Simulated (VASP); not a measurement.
Write the native input for VASP 6.6.1 that does the following.

```yaml
Task: single point
Functional: r2SCAN
Potentials_or_basis: VASP PAW PBE potentials, release 64 (Mg, O)
Cutoff: 520 eV
k_mesh: 8 × 8 × 8
Occupations: fermi-dirac, width 0.001 eV
Spin: no spin polarisation
Dipole_correction: no
Further_INCAR_settings: ALGO = Normal; EDIFF = 1e-07; NBANDS = 11
```

Crystal: MgO.

```
Mg O
1.0
     0.00000    2.19050    2.19050
     2.19050    0.00000    2.19050
     2.19050    2.19050    0.00000
Mg O
1 1
Direct
  0.00000 0.00000 0.00000
  0.50000 0.50000 0.50000
```

One way to write it, as run:

POSCAR

```
MgO
1.0
    0.0000000000      2.1905000000      2.1905000000
    2.1905000000      0.0000000000      2.1905000000
    2.1905000000      2.1905000000      0.0000000000
Mg O
1 1
Direct
    0.0000000000      0.0000000000      0.0000000000
    0.5000000000      0.5000000000      0.5000000000
```

INCAR.step1

```
SYSTEM = MgO
ALGO = Normal
EDIFF = 1E-4
ENCUT = 520
GGA = PE
ISMEAR = -1
LASPH = .True.
LCHARG = .False.
LREAL = .False.
LWAVE = .True.
NBANDS = 11
NELM = 60
PREC = Accurate
SIGMA = 0.001
```

INCAR.step2

```
SYSTEM = MgO
ALGO = Normal
EDIFF = 1E-7
ENCUT = 520
ISIF = 2
ISMEAR = -1
ISTART = 1
LASPH = .True.
LCHARG = .False.
LMIXTAU = .True.
LREAL = .False.
LWAVE = .False.
METAGGA = R2SCAN
NBANDS = 11
NELM = 60
PREC = Accurate
SIGMA = 0.001
```

KPOINTS

```
k-points
0
Gamma
  8 8 8
  0 0 0
```

Potentials or basis: VASP PAW PBE potentials, release 64 (Mg, O).

Command:

```console
$ cat potpaw_PBE.64/Mg/POTCAR potpaw_PBE.64/O/POTCAR > POTCAR
$ cp INCAR.step1 INCAR
$ mpirun -np 1 vasp_std > vasp.out
$ cp INCAR.step2 INCAR
$ mpirun -np 1 vasp_std > vasp.out
```

Results of the run:

The pressure is -17.0 GPa and the band gap on the k mesh is 4.49 eV, direct.

Caveat: the PAW data sets were made with another functional, which shifts forces and pressure a little.

Wall time 28 s on 1 thread of Intel Xeon 6975P-C (shared host), peak memory 0.14 GiB.
